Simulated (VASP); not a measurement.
# As: single point with BLYP

As:

```
CELL_PARAMETERS angstrom
2.97850 0.00000 0.00000
-1.48925 2.57945 0.00000
0.00000 0.00000 11.28474
ATOMIC_POSITIONS crystal
As 0.00000 0.00000 0.00000
As 0.00000 0.00000 0.50000
As 0.33333 0.66667 0.25000
As 0.66667 0.33333 0.75000
```

This isn't the form of As at room conditions, which is rhombohedral.

```yaml
Program: VASP 6.6.1
Task: single point
Functional: BLYP
Potentials_or_basis: VASP PAW PBE potentials, release 64 (As)
Cutoff: 520 eV
k_mesh: 16 × 16 × 4
Occupations: fermi-dirac, width 0.1 eV
Spin: no spin polarisation
Dipole_correction: no
Further_INCAR_settings: ALGO = Normal; EDIFF = 1e-06; NBANDS = 18
```

* Pressure: 0.3 GPa
* Band gap on the k mesh: zero (bands 10 and 11 overlap by 7.29 eV)

Stress tensor (GPa, compression positive):
```
0.51 0.00 0.00
0.00 0.51 0.00
0.00 0.00 0.01
```

Levels at points of the mesh, in eV from the Fermi level:
```
           k point  band 8  band 9  band 10  band 11  band 12  band 13
(0.00, 0.00, 0.00)    2.68    4.80     4.80     5.18     5.18     5.19
(0.50, 0.00, 0.00)   -4.35   -1.36    -0.58     0.91     1.60     1.81
(0.00, 0.00, 0.50)    0.73    4.91     4.91     4.91     4.91     5.49
(0.50, 0.00, 0.50)   -4.72   -0.65    -0.65     0.93     0.93     1.80
```

It took 76 s on 1 thread of AMD EPYC 9R14 (Zen 4), with other jobs on the host, peak memory 0.23 GiB.

Caveat: the PAW data sets were made with another functional, which shifts forces and pressure a little.
